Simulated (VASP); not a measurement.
# Mo in VASP: further runs

Runs on Mo. Level: PBE. Tasks: single point.

All numbers are computed with VASP 6.6.1; they aren't measurements. Logs are shortened: lines on timing, memory, paths and dates and some standing lists are left out, and cuts for length are marked.

### 1 The cell of the first run

The cell holds a slab with vacuum, 3 atoms: a = 2.737 Å, b = 2.737 Å, c = 20.470 Å, α = 90.00°, β = 90.00°, γ = 109.47°.

### 2 Single point, PBE

Input file INCAR:

```
SYSTEM = Mo
PREC = Accurate
ENCUT = 520
EDIFF = 1E-6
ISMEAR = -1
SIGMA = 0.1
LREAL = .False.
LASPH = .True.
NELM = 80
ALGO = Normal
ISIF = 2
LWAVE = .False.
LCHARG = .False.
LDIPOL = .True.
IDIPOL = 3
DIPOL = 0.5 0.5 0.500
GGA = PE
NBANDS = 28
```

Input file KPOINTS:

```
Automatic mesh
0
Gamma
  13 13 1
  0 0 0
```

Input file POSCAR:

```
Mo
1.0
    2.7373676503      0.0000000000      0.0000000000
   -0.9124558834      2.5808149708      0.0000000000
    0.0000000000      0.0000000000     20.4701000000
Mo
3
Direct
    0.0000000000      0.0000000000      0.3908138540
    0.5000000000      0.5000000000      0.5000000000
    0.0000000000      0.0000000000      0.6091861460
```

Potentials or basis: VASP PAW PBE potentials, release 64 (Mo_sv).

Started as:

```bash
$ cat potpaw_PBE.64/Mo_sv/POTCAR > POTCAR
$ mpirun -np 1 vasp_std > vasp.out
```

OUTCAR:

```text
SYSTEM = Mo
   PREC = Accurate
   ENCUT = 520
   EDIFF = 1E-6
   ISMEAR = -1
   LREAL = .False.
   LASPH = .True.
   NELM = 80
   ISIF = 2
   GGA = PE

 ion  position               nearest neighbor table
   1  0.000  0.000  0.391-   2 2.74   2 2.74   2 3.16   2 3.16
   2  0.500  0.500  0.500-   1 2.74   3 2.74   1 2.74   3 2.74   1 3.16   3 3.16   1 3.16   3 3.16

   3  0.000  0.000  0.609-   2 2.74   2 2.74   2 3.16   2 3.16

  LATTYP: Found a base centered orthorhombic cell.
 ALAT       =     3.1608398995
 B/A-ratio  =     1.4142135624
 C/A-ratio  =     6.4761584423

  Lattice vectors:

 A1 = (   2.7373676503,   0.0000000000,   0.0000000000)
 A2 = (  -0.9124558834,   2.5808149708,   0.0000000000)
 A3 = (   0.0000000000,   0.0000000000,  20.4701000000)

Analysis of symmetry for initial positions (statically):
=====================================================================
 Subroutine PRICEL returns:
 Original cell was already a primitive cell.

 Routine SETGRP: Setting up the symmetry group for a
 base centered orthorhombic supercell.

 Subroutine GETGRP returns: Found  8 space group operations
 (whereof  8 operations were pure point group operations)
 out of a pool of  8 trial point group operations.

The static configuration has the point symmetry D_2h.

Analysis of symmetry for dynamics (positions and initial velocities):
=====================================================================
 Subroutine PRICEL returns:
 Original cell was already a primitive cell.

 Routine SETGRP: Setting up the symmetry group for a
 base centered orthorhombic supercell.

 Subroutine GETGRP returns: Found  8 space group operations
 (whereof  8 operations were pure point group operations)
 out of a pool of  8 trial point group operations.

The dynamic configuration has the point symmetry D_2h.

 Subroutine INISYM returns: Found  8 space group operations
 (whereof  8 operations are pure point group operations),
 and found     1 'primitive' translations

----------------------------------------------------------------------------------------

                                     Primitive cell

  volume of cell :     144.6139

  direct lattice vectors                    reciprocal lattice vectors
     2.737367650  0.000000000  0.000000000     0.365314465  0.129158168  0.000000000
    -0.912455883  2.580814971  0.000000000     0.000000000  0.387474504  0.000000000
     0.000000000  0.000000000 20.470100000     0.000000000  0.000000000  0.048851740

[... 90 lines left out ...]
   NFREE  =      0    steps in history (QN), initial steepest desc. (CG)
   ISIF   =      2    stress and relaxation
   ISYM   =      2    0-nonsym 1-usesym 2-fastsym
   POTIM  = 0.5000    time-step for ionic-motion
   TEBEG  =    0.0;   TEEND  =   0.0 temperature during run
   PSTRESS=    0.0 pullay stress
   NELECT =      42.0000    total number of electrons
   NUPDOWN=      -1.0000    fix difference up-down
   EMIN   =  10.00;   EMAX   =-10.00  energy-range for DOS
   EFERMI =   0.00;   METHOD = LEGACY
   ISMEAR =    -1;   SIGMA  =   0.10  broadening in eV -4-tet -1-fermi 0-gaus
   EFERMI_NEDOS =   21; number of points for ismear=-14 and -15
   IALGO  =     38    algorithm
   IMIX   =      4    mixing-type and parameters
     AMIX     =   0.40;   BMIX     =  1.00
     AMIX_MAG =   1.60;   BMIX_MAG =  1.00
  volume/ion in A,a.u.               =      48.20       325.30
  Fermi-wavevector in a.u.,A,eV,Ry     =   1.084146  2.048740 15.991927  1.175373
  Thomas-Fermi vector in A             =   2.220229
   LORBIT       =      0    0 simple, 1 ext, 2 COOP (PROOUT), +10 PAW based schemes
   GGA     = PE    functional components
   LHFCALC =     F    Hartree Fock is set to
   AEXX    =    0.0000 exact exchange contribution
   IVDW    =     0    specifies the selected vdW correction
   LEPSILON=     F    determine dielectric tensor
   LRPA    =     F    only Hartree local field effects (RPA)
 non-spin polarized calculation
  energy-cutoff  :      520.00
  volume of cell :      144.61
 maximum number of plane-waves:      3932
   NGX = 11   NGY = 11   NGZ = 77

 dipolmoment           0.000000      0.000000      0.000000 electrons x Angstroem

 number of electron      41.9999987 magnetization

 dipolmoment           0.000000      0.000000     -0.000000 electrons x Angstroem

 Free energy of the ion-electron system (eV)
  ---------------------------------------------------
  ext. energy  EPLUGINS =         0.00000000
  ---------------------------------------------------
  free energy    TOTEN  =       -30.27402111 eV

  energy without entropy =      -30.16588544  energy(sigma->0) =      -30.21995328

 E-fermi :   1.0140     XC(G=0):  -5.4185

 val. band max:        1.0107219257   @ k =  -0.2308   0.1538   0.0000
 cond. band min:       1.0148695841   @ k =   0.3846   0.3846   0.0000
 fundamental gap:      0.0041476584
 Fermi energy:         1.0140249761

 k-point     1 :       0.0000    0.0000    0.0000
  band No.  band energies     occupation
      1     -60.2635      2.00000
      2     -59.9795      2.00000
      3     -59.9506      2.00000
      4     -34.6917      2.00000
      5     -34.1459      2.00000
      6     -33.9392      2.00000
[... 733 lines left out ...]
     27       4.2803      0.00000
     28       6.4153      0.00000

 [... further k-points ...]

------------------------ aborting loop because EDIFF is reached ----------------------------------------

 vacuum level on the upper side and lower side of the slab       (xc-potential included)        -0.227        -0.227

  FORCE on cell =-STRESS in cart. coord.  units (eV):
  Direction    XX          YY          ZZ          XY          YZ          ZX
  --------------------------------------------------------------------------------------
  -------------------------------------------------------------------------------------
  Total       -4.2814688     -4.0936437     -2.6291512      0.2656248      0.0000000      0.0000000
  in kB      -47.4343989    -45.3534843    -29.1283703      2.9428576      0.0000000      0.0000000
  external PRESSURE =     -40.6387512 kB  Pullay stress =       0.0000000 kB

 VOLUME and BASIS-vectors are now :
 -----------------------------------------------------------------------------
  energy-cutoff  :      520.00
  volume of cell :      144.61
      direct lattice vectors                 reciprocal lattice vectors
     2.737367650  0.000000000  0.000000000     0.365314465  0.129158168  0.000000000
    -0.912455883  2.580814971  0.000000000     0.000000000  0.387474504  0.000000000
     0.000000000  0.000000000 20.470100000     0.000000000  0.000000000  0.048851740

 POSITION                                       TOTAL-FORCE (eV/Angst)
 -----------------------------------------------------------------------------------
      0.00000      0.00000      8.00000        -0.000000      0.000000      0.584620
      0.91246      1.29041     10.23505         0.000000      0.000000      0.000000
      0.00000      0.00000     12.47010        -0.000000     -0.000000     -0.584620
 -----------------------------------------------------------------------------------
    total drift:                               -0.000000      0.000000      0.000000

  FREE ENERGIE OF THE ION-ELECTRON SYSTEM (eV)
  ---------------------------------------------------
  free  energy   TOTEN  =       -30.2740211133 eV

  energy  without entropy=      -30.1658854447  energy(sigma->0) =      -30.21995328

 vacuum level on the upper side and lower side of the slab         5.547         5.547
```

OSZICAR:

```text
N       E                     dE             d eps       ncg     rms          rms(c)
DAV:   1     0.400799227636E+03    0.40080E+03   -0.26881E+04  3608   0.134E+03
DAV:   2    -0.205616985642E+02   -0.42136E+03   -0.41403E+03  3312   0.403E+02
DAV:   3    -0.323210805676E+02   -0.11759E+02   -0.11161E+02  3360   0.612E+01
[... 14 lines left out ...]
DAV:  18    -0.302739858695E+02   -0.16569E-04   -0.34548E-06  2212   0.732E-03    0.514E-03
DAV:  19    -0.302739971436E+02   -0.11274E-04   -0.12622E-06  2108   0.691E-03    0.846E-04
DAV:  20    -0.302740095361E+02   -0.12393E-04   -0.85290E-07  1972   0.192E-03    0.133E-03
DAV:  21    -0.302740201410E+02   -0.10605E-04   -0.92287E-07  1992   0.133E-03    0.595E-04
DAV:  22    -0.302740211133E+02   -0.97227E-06   -0.47605E-08  1652   0.531E-04
   1 F= -.30274021E+02 E0= -.30219953E+02  d E =-.108136E+00
```

stdout:

```text
POSCAR found type information on POSCAR Mo
 POSCAR found :  1 types and       3 ions
 scaLAPACK will be used
 LDA part: xc-table for (Slater+PW92), standard interpolation
 POSCAR, INCAR and KPOINTS ok, starting setup
 FFT: planning ... GRIDC
 FFT: planning ... GRID_SOFT
 FFT: planning ... GRID
 WAVECAR not read
 entering main loop
```

It took 3.3 min on 1 thread of Intel Xeon Platinum 8375C at 2.90GHz (Ice Lake), shared host; peak memory 0.31 GiB.

Results:

```yaml
Free_energy: -30.2740 eV
Largest_force: 0.585 eV/Å
Band_gap_on_the_k_mesh: zero (band 21 reaches 2.23 eV, above the bottom of band 22 at 0.30 eV)
```

Forces in eV/Å, atoms in the order of the input:
```
Mo   0.000  0.000  0.585
Mo   0.000  0.000  0.000
Mo   0.000  0.000 -0.585
```

Levels at points of the mesh, in eV from the Fermi level:
```tsv
k point	band 18	band 19	band 20	band 21	band 22	band 23	band 24	band 25
(0.00, 0.00, 0.00)	-1.54	-1.41	-1.33	-0.54	-0.25	1.07	1.25	1.48
```

### 3 Single point, PBE

Input file INCAR:

```
  ALGO = Normal
  DIPOL = 0.5 0.5 0.500
  EDIFF = 1E-6
  ENCUT = 520
  GGA = PE
  IDIPOL = 3
  ISIF = 2
  ISMEAR = -1
  LASPH = True
  LCHARG = False
  LDIPOL = True
  LREAL = False
  LWAVE = False
  NBANDS = 28
  NELM = 60
  PREC = Accurate
  SIGMA = 0.1
```

Input file KPOINTS:

```
k-points
0
Gamma
  13 13 1
```

POSCAR is that of step 2.

Potentials or basis: VASP PAW PBE potentials, release 64 (Mo_sv).

Started as:

```bash
$ cat potpaw_PBE.64/Mo_sv/POTCAR > POTCAR
$ mpirun -np 1 vasp_std > vasp.out
```

OUTCAR:

```text
EDIFF = 1E-6
   ENCUT = 520
   GGA = PE
   ISIF = 2
   ISMEAR = -1
   LASPH = True
   LREAL = False
   NELM = 60
   PREC = Accurate

 ion  position               nearest neighbor table
   1  0.000  0.000  0.391-   2 2.74   2 2.74   2 3.16   2 3.16
   2  0.500  0.500  0.500-   1 2.74   3 2.74   1 2.74   3 2.74   1 3.16   3 3.16   1 3.16   3 3.16

   3  0.000  0.000  0.609-   2 2.74   2 2.74   2 3.16   2 3.16

  LATTYP: Found a base centered orthorhombic cell.
 ALAT       =     3.1608398995
 B/A-ratio  =     1.4142135624
 C/A-ratio  =     6.4761584423

  Lattice vectors:

 A1 = (   2.7373676503,   0.0000000000,   0.0000000000)
 A2 = (  -0.9124558834,   2.5808149708,   0.0000000000)
 A3 = (   0.0000000000,   0.0000000000,  20.4701000000)

Analysis of symmetry for initial positions (statically):
=====================================================================
 Subroutine PRICEL returns:
 Original cell was already a primitive cell.

 Routine SETGRP: Setting up the symmetry group for a
 base centered orthorhombic supercell.

 Subroutine GETGRP returns: Found  8 space group operations
 (whereof  8 operations were pure point group operations)
 out of a pool of  8 trial point group operations.

The static configuration has the point symmetry D_2h.

Analysis of symmetry for dynamics (positions and initial velocities):
=====================================================================
 Subroutine PRICEL returns:
 Original cell was already a primitive cell.

 Routine SETGRP: Setting up the symmetry group for a
 base centered orthorhombic supercell.

 Subroutine GETGRP returns: Found  8 space group operations
 (whereof  8 operations were pure point group operations)
 out of a pool of  8 trial point group operations.

The dynamic configuration has the point symmetry D_2h.

 Subroutine INISYM returns: Found  8 space group operations
 (whereof  8 operations are pure point group operations),
 and found     1 'primitive' translations

[... 121 lines left out ...]
   GGA     = PE    functional components
   LHFCALC =     F    Hartree Fock is set to
   AEXX    =    0.0000 exact exchange contribution
   IVDW    =     0    specifies the selected vdW correction
   LEPSILON=     F    determine dielectric tensor
   LRPA    =     F    only Hartree local field effects (RPA)
 non-spin polarized calculation
  energy-cutoff  :      520.00
  volume of cell :      144.61
 maximum number of plane-waves:      3932
   NGX = 11   NGY = 11   NGZ = 77

 dipolmoment           0.000000      0.000000      0.000000 electrons x Angstroem

 number of electron      41.9999987 magnetization

 dipolmoment           0.000000      0.000000     -0.000000 electrons x Angstroem

 Free energy of the ion-electron system (eV)
  ---------------------------------------------------
  ext. energy  EPLUGINS =         0.00000000
  ---------------------------------------------------
  free energy    TOTEN  =       -30.27402111 eV

  energy without entropy =      -30.16588544  energy(sigma->0) =      -30.21995328

 E-fermi :   1.0140     XC(G=0):  -5.4185

 val. band max:        1.0107219257   @ k =  -0.2308   0.1538   0.0000
 cond. band min:       1.0148695841   @ k =   0.3846   0.3846   0.0000
 fundamental gap:      0.0041476584
 Fermi energy:         1.0140249761

 k-point     1 :       0.0000    0.0000    0.0000
  band No.  band energies     occupation
      1     -60.2635      2.00000
      2     -59.9795      2.00000
      3     -59.9506      2.00000
      4     -34.6917      2.00000
      5     -34.1459      2.00000
      6     -33.9392      2.00000
[... 733 lines left out ...]
     27       4.2803      0.00000
     28       6.4153      0.00000

 [... further k-points ...]

------------------------ aborting loop because EDIFF is reached ----------------------------------------

 vacuum level on the upper side and lower side of the slab       (xc-potential included)        -0.227        -0.227

  FORCE on cell =-STRESS in cart. coord.  units (eV):
  Direction    XX          YY          ZZ          XY          YZ          ZX
  --------------------------------------------------------------------------------------
  -------------------------------------------------------------------------------------
  Total       -4.2814688     -4.0936437     -2.6291512      0.2656248      0.0000000      0.0000000
  in kB      -47.4343989    -45.3534843    -29.1283703      2.9428576      0.0000000      0.0000000
  external PRESSURE =     -40.6387512 kB  Pullay stress =       0.0000000 kB

 VOLUME and BASIS-vectors are now :
 -----------------------------------------------------------------------------
  energy-cutoff  :      520.00
  volume of cell :      144.61
      direct lattice vectors                 reciprocal lattice vectors
     2.737367650  0.000000000  0.000000000     0.365314465  0.129158168  0.000000000
    -0.912455883  2.580814971  0.000000000     0.000000000  0.387474504  0.000000000
     0.000000000  0.000000000 20.470100000     0.000000000  0.000000000  0.048851740

 POSITION                                       TOTAL-FORCE (eV/Angst)
 -----------------------------------------------------------------------------------
      0.00000      0.00000      8.00000        -0.000000      0.000000      0.584620
      0.91246      1.29041     10.23505         0.000000      0.000000      0.000000
      0.00000      0.00000     12.47010        -0.000000     -0.000000     -0.584620
 -----------------------------------------------------------------------------------
    total drift:                               -0.000000      0.000000      0.000000

  FREE ENERGIE OF THE ION-ELECTRON SYSTEM (eV)
  ---------------------------------------------------
  free  energy   TOTEN  =       -30.2740211133 eV

  energy  without entropy=      -30.1658854447  energy(sigma->0) =      -30.21995328

 vacuum level on the upper side and lower side of the slab         5.547         5.547
```

OSZICAR:

```text
N       E                     dE             d eps       ncg     rms          rms(c)
DAV:   1     0.400799227636E+03    0.40080E+03   -0.26881E+04  3608   0.134E+03
DAV:   2    -0.205616985642E+02   -0.42136E+03   -0.41403E+03  3312   0.403E+02
DAV:   3    -0.323210805676E+02   -0.11759E+02   -0.11161E+02  3360   0.612E+01
[... 14 lines left out ...]
DAV:  18    -0.302739858695E+02   -0.16569E-04   -0.34548E-06  2212   0.732E-03    0.514E-03
DAV:  19    -0.302739971436E+02   -0.11274E-04   -0.12622E-06  2108   0.691E-03    0.846E-04
DAV:  20    -0.302740095361E+02   -0.12393E-04   -0.85290E-07  1972   0.192E-03    0.133E-03
DAV:  21    -0.302740201410E+02   -0.10605E-04   -0.92287E-07  1992   0.133E-03    0.595E-04
DAV:  22    -0.302740211133E+02   -0.97227E-06   -0.47605E-08  1652   0.531E-04
   1 F= -.30274021E+02 E0= -.30219953E+02  d E =-.108136E+00
```

Wall time 3.3 min (1 thread of Intel Xeon Platinum 8375C at 2.90GHz (Ice Lake), shared host); peak memory 0.31 GiB.

Results:

- Free energy: -30.2740 eV
- Largest force: 0.585 eV/Å
- Band gap on the k mesh: zero (band 21 reaches 2.23 eV, above the bottom of band 22 at 0.30 eV)

Forces on the atoms (eV/Å):
```
Mo   0.000  0.000  0.585
Mo   0.000  0.000  0.000
Mo   0.000  0.000 -0.585
```

### 4 Single point, PBE

Input file INCAR:

```
SYSTEM = Mo
ALGO = Normal ; DIPOL = 0.5 0.5 0.500
EDIFF = 1E-6 ; ENCUT = 520
GGA = PE ; IDIPOL = 3
ISIF = 2 ; ISMEAR = -1
LASPH = .True. ; LCHARG = .False.
LDIPOL = .True. ; LREAL = .False.
LWAVE = .False. ; NBANDS = 28
NELM = 100 ; PREC = Accurate
SIGMA = 0.1
```

Input file KPOINTS:

```
k-points
0
Gamma
  13 13 1
  0 0 0
```

Input file POSCAR:

```
Mo
1.0
    2.7373676503      0.0000000000      0.0000000000
   -0.9124558834      2.5808149708      0.0000000000
    0.0000000000      0.0000000000     20.4701000000
Mo
3
Direct
    0.0000000000      0.0000000000      0.3947668573
    0.5000000000      0.5000000000      0.4999999978
    0.0000000000      0.0000000000      0.6052331450
```

Started as:

```bash
$ cat potpaw_PBE.64/Mo_sv/POTCAR > POTCAR
$ mpirun -np 1 vasp_std > vasp.out
```

Wall time 3.2 min (1 thread of Intel Xeon Platinum 8375C at 2.90GHz (Ice Lake), shared host); peak memory 0.31 GiB.

It converged, with:

```yaml
Free_energy: -30.3213 eV
Largest_force: 0.027 eV/Å
Band_gap_on_the_k_mesh: zero (band 21 reaches 2.25 eV, above the bottom of band 22 at 0.25 eV)
```

Forces in eV/Å, atoms in the order of the input:
```
Mo   0.000  0.000 -0.027
Mo   0.000  0.000  0.000
Mo   0.000  0.000  0.027
```

Levels at points of the mesh, in eV from the Fermi level:
```tsv
k point	band 19	band 20	band 21	band 22	band 23	band 24
(0.00, 0.00, 0.00)	-1.33	-1.22	-0.87	-0.21	1.30	1.30
```
